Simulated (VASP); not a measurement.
# Hg (Pm-3m) in VASP: a series of runs

Runs on Hg. Level: LDA. Tasks: single point.

Program: VASP 6.6.1. These are calculated values, not measurements. Logs are shortened: lines on timing, memory, paths and dates and some standing lists are left out, and cuts for length are marked.

## (1) The cell of the first run

The structure is cubic, space group Pm-3m (No. 221). Conventional cell: a = 2.894 Å, b = 2.894 Å, c = 2.894 Å, α = 90.00°, β = 90.00°, γ = 90.00°. Hg (site symmetry m-3m) has 6 Hg at 2.89 Å within 3.8 Å.

## (2) Single point, LDA

INCAR reads:

```
SYSTEM = Hg
  PREC = Accurate
  ENCUT = 520
  EDIFF = 1E-6
  ISMEAR = -1
  SIGMA = 0.1
  LREAL = .False.
  LASPH = .True.
  NELM = 80
  ALGO = Normal
  ISIF = 2
  LWAVE = .False.
  LCHARG = .False.
  NBANDS = 12
```

KPOINTS reads:

```
regular mesh
0
Gamma
  18 18 18
  0 0 0
```

POSCAR reads:

```
Hg
1.0
    2.8943239521      0.0000000000      0.0000000000
    0.0000000000      2.8943239521      0.0000000000
    0.0000000000      0.0000000000      2.8943239521
Hg
1
Direct
    0.0000000000      0.0000000000      0.0000000000
```

Potentials or basis: VASP PAW LDA potentials, release 64 (Hg).

Started as:

```console
$ cat potpaw_LDA.64/Hg/POTCAR > POTCAR
$ mpirun -np 1 vasp_std > vasp.out
```

OUTCAR:

```text
SYSTEM = Hg
   PREC = Accurate
   ENCUT = 520
   EDIFF = 1E-6
   ISMEAR = -1
   LREAL = .False.
   LASPH = .True.
   NELM = 80
   ISIF = 2

 ion  position               nearest neighbor table
   1  0.000  0.000  0.000-

  LATTYP: Found a simple cubic cell.
 ALAT       =     2.8943239521

  Lattice vectors:

 A1 = (   2.8943239521,   0.0000000000,   0.0000000000)
 A2 = (   0.0000000000,   2.8943239521,   0.0000000000)
 A3 = (   0.0000000000,   0.0000000000,   2.8943239521)

Analysis of symmetry for initial positions (statically):
=====================================================================
 Subroutine PRICEL returns:
 Original cell was already a primitive cell.

 Routine SETGRP: Setting up the symmetry group for a
 simple cubic supercell.

 Subroutine GETGRP returns: Found 48 space group operations
 (whereof 48 operations were pure point group operations)
 out of a pool of 48 trial point group operations.

The static configuration has the point symmetry O_h .

Analysis of symmetry for dynamics (positions and initial velocities):
=====================================================================
 Subroutine PRICEL returns:
 Original cell was already a primitive cell.

 Routine SETGRP: Setting up the symmetry group for a
 simple cubic supercell.

 Subroutine GETGRP returns: Found 48 space group operations
 (whereof 48 operations were pure point group operations)
 out of a pool of 48 trial point group operations.

The dynamic configuration has the point symmetry O_h .

 Subroutine INISYM returns: Found 48 space group operations
 (whereof 48 operations are pure point group operations),
 and found     1 'primitive' translations

----------------------------------------------------------------------------------------

                                     Primitive cell

  volume of cell :      24.2461

  direct lattice vectors                    reciprocal lattice vectors
     2.894323952  0.000000000  0.000000000     0.345503826  0.000000000  0.000000000
     0.000000000  2.894323952  0.000000000     0.000000000  0.345503826  0.000000000
     0.000000000  0.000000000  2.894323952     0.000000000  0.000000000  0.345503826

  length of vectors
     2.894323952  2.894323952  2.894323952     0.345503826  0.345503826  0.345503826

  position of ions in fractional coordinates (direct lattice)
     0.000000000  0.000000000  0.000000000

  ion indices of the primitive-cell ions
   primitive index   ion index
                 1           1

----------------------------------------------------------------------------------------

 KPOINTS: regular mesh

Automatic generation of k-mesh.
 Grid dimensions read from file:
 generate k-points for:   18   18   18

 Generating k-lattice:

  Cartesian coordinates                     Fractional coordinates (reciprocal lattice)
     0.019194657  0.000000000  0.000000000     0.055555556  0.000000000  0.000000000
     0.000000000  0.019194657  0.000000000     0.000000000  0.055555556  0.000000000
     0.000000000  0.000000000  0.019194657     0.000000000  0.000000000  0.055555556

  Length of vectors
     0.019194657  0.019194657  0.019194657

  Shift w.r.t. Gamma in fractional coordinates (k-lattice)
     0.000000000  0.000000000  0.000000000

 Subroutine IBZKPT returns following result:
 ===========================================

 Found    220 irreducible k-points:

 Following reciprocal coordinates:
            Coordinates               Weight
  0.000000  0.000000  0.000000      1.000000
  0.055556  0.000000  0.000000      6.000000
  0.111111  0.000000  0.000000      6.000000
  0.166667  0.000000  0.000000      6.000000
  0.222222  0.000000  0.000000      6.000000
  0.277778  0.000000  0.000000      6.000000
[... 16 lines left out ...]
  0.277778  0.111111  0.000000     24.000000
  0.333333  0.111111  0.000000     24.000000
 [... further k-points ...]
   k-points           NKPTS =    220   k-points in BZ     NKDIM =    220   number of bands    NBANDS=     12
   number of dos      NEDOS =    301   number of ions     NIONS =      1
   total plane-waves  NPLWV =  13824
   dimension x,y,z NGX =    24 NGY =   24 NGZ =   24
   dimension x,y,z NGXF=    48 NGYF=   48 NGZF=   48
   ions per type =               1
   NGX,Y,Z   is equivalent  to a cutoff of  13.79, 13.79, 13.79 a.u.
   NGXF,Y,Z  is equivalent  to a cutoff of  27.57, 27.57, 27.57 a.u.
 SYSTEM =  Hg
   PREC   = accura    normal or accurate (medium, high low for compatibility)
   ISTART =      0    job   : 0-new  1-cont  2-samecut
   ICHARG =      2    charge: 1-file 2-atom 10-const
   ISPIN  =      1    spin polarized calculation?
   LNONCOLLINEAR =      F non collinear calculations
   LSORBIT =      F    spin-orbit coupling
   LASPH  =      T    aspherical Exc in radial PAW
   ENCUT  =  520.0 eV  38.22 Ry    6.18 a.u.   5.38  5.38  5.38*2*pi/ulx,y,z
   NELM   =     80;   NELMIN=  2; NELMDL= -5     # of ELM steps
   EDIFF  = 0.1E-05   stopping-criterion for ELM
   LREAL  =      F    real-space projection
   EDIFFG = 0.1E-04   stopping-criterion for IOM
   NSW    =      0    number of steps for IOM
   IBRION =     -1    ionic relax: 0-MD 1-quasi-New 2-CG
   NFREE  =      0    steps in history (QN), initial steepest desc. (CG)
   ISIF   =      2    stress and relaxation
   ISYM   =      2    0-nonsym 1-usesym 2-fastsym
   POTIM  = 0.5000    time-step for ionic-motion
   TEBEG  =    0.0;   TEEND  =   0.0 temperature during run
   PSTRESS=    0.0 pullay stress
   NELECT =      12.0000    total number of electrons
   NUPDOWN=      -1.0000    fix difference up-down
   EMIN   =  10.00;   EMAX   =-10.00  energy-range for DOS
   EFERMI =   0.00;   METHOD = LEGACY
   ISMEAR =    -1;   SIGMA  =   0.10  broadening in eV -4-tet -1-fermi 0-gaus
   EFERMI_NEDOS =   21; number of points for ismear=-14 and -15
   IALGO  =     38    algorithm
   IMIX   =      4    mixing-type and parameters
     AMIX     =   0.40;   BMIX     =  1.00
     AMIX_MAG =   1.60;   BMIX_MAG =  1.00
  volume/ion in A,a.u.               =      24.25       163.62
  Fermi-wavevector in a.u.,A,eV,Ry     =   1.294955  2.447111 22.815735  1.676909
  Thomas-Fermi vector in A             =   2.426506
   LORBIT       =      0    0 simple, 1 ext, 2 COOP (PROOUT), +10 PAW based schemes
   GGA     = CA    functional components
   LHFCALC =     F    Hartree Fock is set to
   AEXX    =    0.0000 exact exchange contribution
   IVDW    =     0    specifies the selected vdW correction
   LEPSILON=     F    determine dielectric tensor
   LRPA    =     F    only Hartree local field effects (RPA)
 non-spin polarized calculation
  energy-cutoff  :      520.00
  volume of cell :       24.25
 maximum number of plane-waves:       672
 NGX is ok and might be reduce to    24
   NGX = 11   NGY = 11   NGZ = 11

 number of electron      12.0000003 magnetization

 Free energy of the ion-electron system (eV)
  ---------------------------------------------------
  ext. energy  EPLUGINS =         0.00000000
  ---------------------------------------------------
  free energy    TOTEN  =        -0.96149784 eV

  energy without entropy =       -0.95223052  energy(sigma->0) =       -0.95686418

 E-fermi :   2.4209     XC(G=0): -10.9488

 val. band max:        2.3633481237   @ k =   0.4444   0.3889   0.2778
 cond. band min:       2.4265365432   @ k =   0.4444   0.4444   0.1667
 fundamental gap:      0.0631884195
 Fermi energy:         2.4208816009

 k-point     1 :       0.0000    0.0000    0.0000
  band No.  band energies     occupation
      1      -6.7554      2.00000
      2      -6.1127      2.00000
      3      -6.1127      2.00000
      4      -3.4997      2.00000
      5      -3.4997      2.00000
      6      -3.4997      2.00000
      7      12.9923      0.00000
      8      12.9923      0.00000
      9      12.9923      0.00000
     10      16.9112      0.00000
     11      18.7948      0.00000
     12      18.7948      0.00000

 k-point     2 :       0.0556    0.0000    0.0000
  band No.  band energies     occupation
      1      -6.6926      2.00000
      2      -6.1061      2.00000
      3      -6.0693      2.00000
      4      -3.5271      2.00000
      5      -3.5271      2.00000
      6      -3.4975      2.00000
      7      12.2816      0.00000
      8      13.0854      0.00000
      9      13.0854      0.00000
     10      17.2519      0.00000
     11      18.7465      0.00000
     12      19.2604      0.00000

 k-point     3 :       0.1111    0.0000    0.0000
  band No.  band energies     occupation
      1      -6.5310      2.00000
      2      -6.0869      2.00000
      3      -5.9155      2.00000
      4      -3.6051      2.00000
      5      -3.6051      2.00000
      6      -3.4909      2.00000
      7      10.8238      0.00000
      8      13.3589      0.00000
      9      13.3589      0.00000
     10      17.5907      0.00000
     11      18.6058      0.00000
     12      20.6624      0.00000

 k-point     4 :       0.1667    0.0000    0.0000
  band No.  band energies     occupation
      1      -6.3455      2.00000
      2      -6.0573      2.00000
      3      -5.5852      2.00000
      4      -3.7219      2.00000
      5      -3.7219      2.00000
      6      -3.4809      2.00000
      7       9.1891      0.00000
      8      13.7960      0.00000
      9      13.7960      0.00000
     10      17.7629      0.00000
     11      18.3870      0.00000
     12      22.5836      0.00000

 k-point     5 :       0.2222    0.0000    0.0000
  band No.  band energies     occupation
      1      -6.1871      2.00000
      2      -6.0208      2.00000
      3      -5.0421      2.00000
      4      -3.8612      2.00000
      5      -3.8612      2.00000
      6      -3.4685      2.00000
      7       7.5373      0.00000
      8      14.3707      0.00000
      9      14.3707      0.00000
     10      17.8876      0.00000
     11      18.1147      0.00000
     12      24.7224      0.00000
[... 228 lines left out ...]
      1      -6.1602      2.00000
      2      -5.8519      2.00000
      3      -5.5422      2.00000
      4      -3.8240      2.00000
      5      -3.7127      2.00000
      6      -3.5823      2.00000
      7       9.4889      0.00000
      8      11.5303      0.00000
      9      14.1675      0.00000
     10      18.1502      0.00000
     11      20.3815      0.00000
     12      22.3620      0.00000

 k-point    22 :       0.2222    0.1111    0.0000
  band No.  band energies     occupation
      1      -6.0550      2.00000
      2      -5.7891      2.00000
      3      -5.0041      2.00000
      4      -3.9376      2.00000
      5      -3.8500      2.00000
      6      -3.5693      2.00000
      7       7.8347      0.00000
      8      12.0106      0.00000
      9      14.7469      0.00000
     10      18.0953      0.00000
     11      20.1111      0.00000
     12      23.3158      0.00000

 k-point    23 :       0.2778    0.1111    0.0000
  band No.  band energies     occupation
      1      -5.9716      2.00000
      2      -5.7146      2.00000
      3      -4.4633      2.00000
      4      -3.9922      2.00000
      5      -3.8792      2.00000
      6      -3.5550      2.00000
      7       6.2078      0.00000
      8      12.5926      0.00000
      9      15.4323      0.00000
     10      17.9628      0.00000
     11      19.6266      0.00000
     12      23.1242      0.00000

 k-point    24 :       0.3333    0.1111    0.0000
  band No.  band energies     occupation
      1      -5.9063      2.00000
      2      -5.6339      2.00000
      3      -4.3999      2.00000
      4      -4.1220      2.00000
      5      -3.5414      2.00000
      6      -3.1780      2.00000
      7       4.6310      0.00000
      8      13.2521      0.00000
      9      16.1790      0.00000
     10      17.7344      0.00000
     11      18.9569      0.00000
     12      23.0208      0.00000

 [... further k-points ...]

------------------------ aborting loop because EDIFF is reached ----------------------------------------

  FORCE on cell =-STRESS in cart. coord.  units (eV):
  Direction    XX          YY          ZZ          XY          YZ          ZX
  --------------------------------------------------------------------------------------
  -------------------------------------------------------------------------------------
  Total        0.1079475      0.1079475      0.1079475      0.0000000      0.0000000     -0.0000000
  in kB        7.1331544      7.1331544      7.1331544      0.0000000      0.0000000     -0.0000000
  external PRESSURE =       7.1331544 kB  Pullay stress =       0.0000000 kB

 VOLUME and BASIS-vectors are now :
 -----------------------------------------------------------------------------
  energy-cutoff  :      520.00
  volume of cell :       24.25
      direct lattice vectors                 reciprocal lattice vectors
     2.894323952  0.000000000  0.000000000     0.345503826  0.000000000  0.000000000
     0.000000000  2.894323952  0.000000000     0.000000000  0.345503826  0.000000000
     0.000000000  0.000000000  2.894323952     0.000000000  0.000000000  0.345503826

 POSITION                                       TOTAL-FORCE (eV/Angst)
 -----------------------------------------------------------------------------------
      0.00000      0.00000      0.00000         0.000000      0.000000      0.000000
 -----------------------------------------------------------------------------------
    total drift:                                0.000000      0.000000      0.000000

  FREE ENERGIE OF THE ION-ELECTRON SYSTEM (eV)
  ---------------------------------------------------
  free  energy   TOTEN  =        -0.9614978382 eV

  energy  without entropy=       -0.9522305184  energy(sigma->0) =       -0.95686418
```

Wall time 21 s (1 thread of Intel Xeon Platinum 8488C (Sapphire Rapids), shared host); peak memory 0.17 GiB.

Results:

| Property | Result |
| --- | --- |
| Free energy | -0.9615 eV |
| Pressure | 0.7 GPa |
| Band gap on the k mesh | zero (bands 6 and 7 overlap by 7.21 eV) |

Levels at points of the mesh, in eV from the Fermi level:
| k point | band 4 | band 5 | band 6 | band 7 | band 8 | band 9 |
| --- | --- | --- | --- | --- | --- | --- |
| (0.00, 0.00, 0.00) | -5.92 | -5.92 | -5.92 | 10.57 | 10.57 | 10.57 |
| (0.50, 0.00, 0.00) | -6.75 | -5.84 | -2.54 | -2.21 | 14.71 | 14.89 |
| (0.50, 0.50, 0.00) | -6.62 | -5.19 | 1.33 | 1.33 | 1.33 | 7.72 |
| (0.50, 0.50, 0.50) | -5.14 | -5.14 | 5.00 | 5.00 | 5.00 | 5.95 |

Caveat: spin-orbit coupling is left out, which moves the levels of the heavy elements.

## (3) Single point, LDA (24.25 Å³/atom)

INCAR reads:

```
  ALGO = Normal
  EDIFF = 1E-7
  ENCUT = 520
  ISIF = 2
  ISMEAR = -1
  LASPH = True
  LCHARG = False
  LREAL = False
  LWAVE = False
  NBANDS = 12
  NELM = 80
  PREC = Accurate
  SIGMA = 0.1
```

KPOINTS reads:

```
k-points
0
Gamma
  18 18 18
```

POSCAR is that of step 2.

Potentials or basis: VASP PAW LDA potentials, release 64 (Hg).

Started as:

```console
$ cat potpaw_LDA.64/Hg/POTCAR > POTCAR
$ mpirun -np 1 vasp_std > vasp.out
```

OUTCAR:

```text
EDIFF = 1E-7
   ENCUT = 520
   ISIF = 2
   ISMEAR = -1
   LASPH = True
   LREAL = False
   NELM = 80
   PREC = Accurate

 ion  position               nearest neighbor table
   1  0.000  0.000  0.000-

  LATTYP: Found a simple cubic cell.
 ALAT       =     2.8943239521

  Lattice vectors:

 A1 = (   2.8943239521,   0.0000000000,   0.0000000000)
 A2 = (   0.0000000000,   2.8943239521,   0.0000000000)
 A3 = (   0.0000000000,   0.0000000000,   2.8943239521)

Analysis of symmetry for initial positions (statically):
=====================================================================
 Subroutine PRICEL returns:
 Original cell was already a primitive cell.

 Routine SETGRP: Setting up the symmetry group for a
 simple cubic supercell.

 Subroutine GETGRP returns: Found 48 space group operations
 (whereof 48 operations were pure point group operations)
 out of a pool of 48 trial point group operations.

The static configuration has the point symmetry O_h .

Analysis of symmetry for dynamics (positions and initial velocities):
[... 163 lines left out ...]

 k-point     1 :       0.0000    0.0000    0.0000
  band No.  band energies     occupation
      1      -6.7555      2.00000
      2      -6.1127      2.00000
      3      -6.1127      2.00000
      4      -3.4996      2.00000
      5      -3.4996      2.00000
      6      -3.4996      2.00000
      7      12.9923      0.00000
      8      12.9923      0.00000
      9      12.9923      0.00000
     10      16.9112      0.00000
     11      18.7948      0.00000
     12      18.7948      0.00000
[... 331 lines left out ...]
 k-point    24 :       0.3333    0.1111    0.0000
  band No.  band energies     occupation
      1      -5.9063      2.00000
      2      -5.6339      2.00000
      3      -4.3999      2.00000
      4      -4.1220      2.00000
      5      -3.5414      2.00000
      6      -3.1780      2.00000
      7       4.6310      0.00000
      8      13.2521      0.00000
      9      16.1790      0.00000
     10      17.7344      0.00000
     11      18.9568      0.00000
     12      23.0207      0.00000

 [... further k-points ...]

------------------------ aborting loop because EDIFF is reached ----------------------------------------

  FORCE on cell =-STRESS in cart. coord.  units (eV):
  Direction    XX          YY          ZZ          XY          YZ          ZX
  --------------------------------------------------------------------------------------
  -------------------------------------------------------------------------------------
  Total        0.1071148      0.1071148      0.1071148      0.0000000      0.0000000     -0.0000000
  in kB        7.0781301      7.0781301      7.0781301      0.0000000      0.0000000     -0.0000000
  external PRESSURE =       7.0781301 kB  Pullay stress =       0.0000000 kB

 VOLUME and BASIS-vectors are now :
 -----------------------------------------------------------------------------
  energy-cutoff  :      520.00
  volume of cell :       24.25
      direct lattice vectors                 reciprocal lattice vectors
     2.894323952  0.000000000  0.000000000     0.345503826  0.000000000  0.000000000
     0.000000000  2.894323952  0.000000000     0.000000000  0.345503826  0.000000000
     0.000000000  0.000000000  2.894323952     0.000000000  0.000000000  0.345503826

 POSITION                                       TOTAL-FORCE (eV/Angst)
 -----------------------------------------------------------------------------------
      0.00000      0.00000      0.00000         0.000000      0.000000      0.000000
 -----------------------------------------------------------------------------------
    total drift:                                0.000000      0.000000      0.000000

  FREE ENERGIE OF THE ION-ELECTRON SYSTEM (eV)
  ---------------------------------------------------
  free  energy   TOTEN  =        -0.9614978385 eV

  energy  without entropy=       -0.9522305362  energy(sigma->0) =       -0.95686419
```

stdout:

```text
POSCAR found type information on POSCAR Hg
 POSCAR found :  1 types and       1 ions
 scaLAPACK will be used
 LDA part: xc-table for (Slater(with rela. corr.)+CA(PZ))
 , standard interpolation
 POSCAR, INCAR and KPOINTS ok, starting setup
 FFT: planning ... GRIDC
 FFT: planning ... GRID_SOFT
 FFT: planning ... GRID
 WAVECAR not read
 entering main loop
```

Wall time 17 s (1 thread of Intel Xeon Platinum 8488C (Sapphire Rapids), shared host); peak memory 0.17 GiB.

What came out:

```yaml
Free_energy: -0.9615 eV
Pressure: 0.7 GPa
Band_gap_on_the_k_mesh: zero (bands 6 and 7 overlap by 7.21 eV)
```

Levels at points of the mesh, in eV from the Fermi level:
| k point | band 4 | band 5 | band 6 | band 7 | band 8 | band 9 |
| --- | --- | --- | --- | --- | --- | --- |
| (0.00, 0.00, 0.00) | -5.92 | -5.92 | -5.92 | 10.57 | 10.57 | 10.57 |
| (0.50, 0.00, 0.00) | -6.75 | -5.84 | -2.54 | -2.21 | 14.71 | 14.89 |
| (0.50, 0.50, 0.00) | -6.62 | -5.19 | 1.33 | 1.33 | 1.33 | 7.72 |
| (0.50, 0.50, 0.50) | -5.14 | -5.14 | 5.00 | 5.00 | 5.00 | 5.95 |

Caveat: spin-orbit coupling is left out, which moves the levels of the heavy elements.

(Part 1 of 2 ends here.)
